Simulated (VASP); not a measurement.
Input of a VASP 6.6.1 run:

The input INCAR:

```
SYSTEM = TiS2
PREC = Accurate ; ENCUT = 500
EDIFF = 1E-7 ; ISMEAR = 0
SIGMA = 0.1 ; LREAL = .False.
LASPH = .True. ; NELM = 120
ALGO = Normal ; ISIF = 3
LWAVE = .False. ; LCHARG = .False.
GGA = PS ; IBRION = 2
NSW = 70 ; EDIFFG = -0.005
GGA_COMPAT = .False. ; NELMIN = 4
```

Contents of KPOINTS:

```
regular mesh
0
Gamma
  12 12 8
  0 0 0
```

POSCAR

```
TiS2
1.0
    3.3588566010      0.0000000000      0.0000000000
   -1.6794283005      2.9088551441      0.0000000000
    0.0000000000      0.0000000000      5.5242797378
Ti S
1 2
Direct
    0.0000000000      0.0000000000      0.0000000000
    0.3333333333      0.6666666667      0.2586983809
    0.6666666667      0.3333333333      0.7413016191
```

Potentials or basis: VASP PAW PBE potentials, release 64 (Ti_sv, S).

Run with:

```bash
$ cat potpaw_PBE.64/Ti_sv/POTCAR potpaw_PBE.64/S/POTCAR > POTCAR
$ mpirun -np 1 vasp_std > vasp.out
```

Q: Predict the space group after relaxing (to 0.05 Å).

A: P-3m1 (No. 164).

Q: What does it give for the relaxed volume?

A: 18.22 Å³/atom.

The path:
```
step  energy change (eV)  largest force (eV/Å)  pressure (GPa)  volume (Å³)
   1              0.0000                0.1242           -0.62        53.97
   2             -0.0006                0.0518            0.88        53.43
   3             -0.0012                0.0218            0.25        53.66
   4             -0.0020                0.0326            0.22        53.74
   5             -0.0028                0.0612            0.16        53.96
   6             -0.0035                0.0463            0.02        54.23
   7             -0.0037                0.0042           -0.32        55.02
   8             -0.0039                0.0207           -0.18        54.69
   9             -0.0037                0.0662            0.42        54.59
  10             -0.0040                0.0064            0.01        54.66
  11             -0.0040                0.0002            0.02        54.66
```

Caveat: the PAW data sets were made with another functional, which shifts forces and pressure a little. Zero-point motion and thermal expansion aren't in these numbers.
